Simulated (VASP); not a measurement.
# Si (Fd-3m) in VASP: notebook, part 2 of 2

VASP 6.6.1. Earlier steps stand in the parts before.

### 3 Single point, PBE

File INCAR:

```
SYSTEM = Si
PREC = Accurate
ENCUT = 500
EDIFF = 1E-6
ISMEAR = 0
SIGMA = 0.01
LREAL = .False.
LASPH = .True.
NELM = 120
ALGO = Normal
ISIF = 2
LWAVE = .False.
LCHARG = .True.
GGA = PE
LELF = .True.
LVHAR = .True.
NBANDS = 46
GGA_COMPAT = .False.
```

File KPOINTS:

```
Automatic mesh
0
Gamma
  4 4 4
  0 0 0
```

File POSCAR:

```
Si
1.0
    0.0000000000      5.4271200000      5.4271200000
    5.4271200000      0.0000000000      5.4271200000
    5.4271200000      5.4271200000      0.0000000000
Si
16
Direct
    0.3750000000      0.3750000000      0.3750000000
    0.2500000000      0.2500000000      0.2500000000
    0.3750000000      0.3750000000      0.8750000000
    0.2500000000      0.2500000000      0.7500000000
    0.3750000000      0.8750000000      0.3750000000
    0.2500000000      0.7500000000      0.2500000000
    0.3750000000      0.8750000000      0.8750000000
    0.2500000000      0.7500000000      0.7500000000
    0.8750000000      0.3750000000      0.3750000000
    0.7500000000      0.2500000000      0.2500000000
    0.8750000000      0.3750000000      0.8750000000
    0.7500000000      0.2500000000      0.7500000000
    0.8750000000      0.8750000000      0.3750000000
    0.7500000000      0.7500000000      0.2500000000
    0.8750000000      0.8750000000      0.8750000000
    0.7500000000      0.7500000000      0.7500000000
```

Potentials or basis: VASP PAW PBE potentials, release 64 (Si).

Run with:

```console
$ cat potpaw_PBE.64/Si/POTCAR > POTCAR
$ mpirun -np 1 vasp_std > vasp.out
```

OUTCAR:

```text
SYSTEM = Si
   PREC = Accurate
   ENCUT = 500
   EDIFF = 1E-6
   ISMEAR = 0
   LREAL = .False.
   LASPH = .True.
   NELM = 120
   ISIF = 2
   GGA = PE

 ion  position               nearest neighbor table
   1  0.375  0.375  0.375-   2 2.35   4 2.35   6 2.35  10 2.35
   2  0.250  0.250  0.250-   1 2.35   3 2.35   5 2.35   9 2.35
   3  0.375  0.375  0.875-   2 2.35   4 2.35   8 2.35  12 2.35
   4  0.250  0.250  0.750-   1 2.35   3 2.35   7 2.35  11 2.35
   5  0.375  0.875  0.375-   2 2.35   6 2.35   8 2.35  14 2.35
   6  0.250  0.750  0.250-   1 2.35   5 2.35   7 2.35  13 2.35
[... 8 lines left out ...]
  15  0.875  0.875  0.875-   8 2.35  12 2.35  14 2.35  16 2.35
  16  0.750  0.750  0.750-   7 2.35  11 2.35  13 2.35  15 2.35
[... 6 lines left out ...]
 A1 = (   0.0000000000,   5.4271200000,   5.4271200000)
 A2 = (   5.4271200000,   0.0000000000,   5.4271200000)
 A3 = (   5.4271200000,   5.4271200000,   0.0000000000)

Analysis of symmetry for initial positions (statically):
=====================================================================
 Subroutine PRICEL returns following result:

  LATTYP: Found a face centered cubic cell.
 ALAT       =     5.4271200000

  Lattice vectors:

 A1 = (   0.0000000000,   2.7135600000,   2.7135600000)
 A2 = (   2.7135600000,   0.0000000000,   2.7135600000)
 A3 = (   2.7135600000,   2.7135600000,   0.0000000000)

   8 primitive cells build up your supercell.

 Routine SETGRP: Setting up the symmetry group for a
 face centered cubic supercell.

 Subroutine GETGRP returns: Found 48 space group operations
 (whereof 24 operations were pure point group operations)
 out of a pool of 48 trial point group operations.

The static configuration has the point symmetry T_d .
 The point group associated with its full space group is O_h .

Analysis of symmetry for dynamics (positions and initial velocities):
[... 128 lines left out ...]
  Thomas-Fermi vector in A             =   2.086724
   LORBIT       =      0    0 simple, 1 ext, 2 COOP (PROOUT), +10 PAW based schemes
   GGA     = PE    functional components
   LHFCALC =     F    Hartree Fock is set to
   AEXX    =    0.0000 exact exchange contribution
   IVDW    =     0    specifies the selected vdW correction
   LEPSILON=     F    determine dielectric tensor
   LRPA    =     F    only Hartree local field effects (RPA)
 non-spin polarized calculation
 Gauss-broadening in eV      SIGMA  =   0.01
  energy-cutoff  :      500.00
  volume of cell :      319.70
 maximum number of plane-waves:      8144
   NGX = 27   NGY = 27   NGZ = 27

 number of electron      64.0000006 magnetization

 Free energy of the ion-electron system (eV)
  ---------------------------------------------------
  ext. energy  EPLUGINS =         0.00000000
  ---------------------------------------------------
  free energy    TOTEN  =       -86.71977056 eV

  energy without entropy =      -86.71977056  energy(sigma->0) =      -86.71977056

 E-fermi :   5.9034     XC(G=0):  -9.4159

 val. band max:        5.8474386669   @ k =   0.0000   0.0000   0.0000
 cond. band min:       6.4601515768   @ k =   0.2500   0.2500   0.0000
 fundamental gap:      0.6127129099
 Fermi energy:         5.9033691202

 k-point     1 :       0.0000    0.0000    0.0000
  band No.  band energies     occupation
      1      -6.1239      2.00000
      2      -3.7875      2.00000
      3      -3.7875      2.00000
      4      -3.7875      2.00000
      5      -3.7875      2.00000
      6      -1.9722      2.00000
[... 365 lines left out ...]
     43       9.7597      0.00000
     44       9.7598      0.00000
 [bands above 44 left out]

------------------------ aborting loop because EDIFF is reached ----------------------------------------

  FORCE on cell =-STRESS in cart. coord.  units (eV):
  Direction    XX          YY          ZZ          XY          YZ          ZX
  --------------------------------------------------------------------------------------
  -------------------------------------------------------------------------------------
  Total        4.2710832      4.2710832      4.2710832      0.0000000      0.0000000     -0.0000000
  in kB       21.4047591     21.4047591     21.4047591      0.0000000      0.0000000     -0.0000000
  external PRESSURE =      21.4047591 kB  Pullay stress =       0.0000000 kB

 VOLUME and BASIS-vectors are now :
 -----------------------------------------------------------------------------
  energy-cutoff  :      500.00
  volume of cell :      319.70
      direct lattice vectors                 reciprocal lattice vectors
     0.000000000  5.427120000  5.427120000    -0.092129896  0.092129896  0.092129896
     5.427120000  0.000000000  5.427120000     0.092129896 -0.092129896  0.092129896
     5.427120000  5.427120000  0.000000000     0.092129896  0.092129896 -0.092129896

 POSITION                                       TOTAL-FORCE (eV/Angst)
 -----------------------------------------------------------------------------------
      4.07034      4.07034      4.07034        -0.000000      0.000000      0.000000
      2.71356      2.71356      2.71356         0.000000      0.000000      0.000000
      6.78390      6.78390      4.07034        -0.000000      0.000000     -0.000000
      5.42712      5.42712      2.71356         0.000000     -0.000000     -0.000000
      6.78390      4.07034      6.78390         0.000000      0.000000      0.000000
      5.42712      2.71356      5.42712         0.000000     -0.000000      0.000000
[... 8 lines left out ...]
      9.49746      9.49746      9.49746        -0.000000     -0.000000     -0.000000
      8.14068      8.14068      8.14068         0.000000     -0.000000     -0.000000
 -----------------------------------------------------------------------------------
    total drift:                               -0.000000     -0.000000      0.000000

  FREE ENERGIE OF THE ION-ELECTRON SYSTEM (eV)
  ---------------------------------------------------
  free  energy   TOTEN  =       -86.7197705556 eV

  energy  without entropy=      -86.7197705556  energy(sigma->0) =      -86.71977056
```

OSZICAR:

```text
N       E                     dE             d eps       ncg     rms          rms(c)
DAV:   1     0.149402395821E+03    0.14940E+03   -0.23903E+04   736   0.112E+03
DAV:   2    -0.749869322203E+02   -0.22439E+03   -0.21015E+03   906   0.167E+02
DAV:   3    -0.879284271445E+02   -0.12941E+02   -0.12725E+02   968   0.362E+01
DAV:   4    -0.881695221270E+02   -0.24109E+00   -0.24003E+00   906   0.616E+00
DAV:   5    -0.881759009735E+02   -0.63788E-02   -0.63668E-02   924   0.951E-01    0.139E+01
DAV:   6    -0.871666810984E+02    0.10092E+01   -0.52767E-01   848   0.212E+00    0.850E+00
DAV:   7    -0.867094209169E+02    0.45726E+00   -0.11201E+00   852   0.321E+00    0.503E-01
DAV:   8    -0.867177923617E+02   -0.83714E-02   -0.64821E-02   824   0.842E-01    0.173E-01
DAV:   9    -0.867192697630E+02   -0.14774E-02   -0.25237E-03   908   0.192E-01    0.166E-01
DAV:  10    -0.867197625254E+02   -0.49276E-03   -0.11723E-03   796   0.116E-01    0.917E-02
DAV:  11    -0.867197691233E+02   -0.65978E-05   -0.33499E-05   888   0.205E-02    0.488E-03
DAV:  12    -0.867197722263E+02   -0.31031E-05   -0.33563E-06   824   0.693E-03    0.686E-03
DAV:  13    -0.867197706241E+02    0.16022E-05   -0.96106E-07   566   0.312E-03    0.338E-04
DAV:  14    -0.867197705556E+02    0.68449E-07   -0.61518E-08   488   0.100E-03
   1 F= -.86719771E+02 E0= -.86719771E+02  d E =-.686579E-17
```

It took 68 s on 1 thread of Intel Xeon 6975P-C (Granite Rapids), shared host; peak memory 0.43 GiB.

What came out:

```yaml
Free_energy: -86.7198 eV
Pressure: 2.1 GPa
Band_gap_on_the_k_mesh: 0.61 eV
```

A k mesh can miss the band edges.
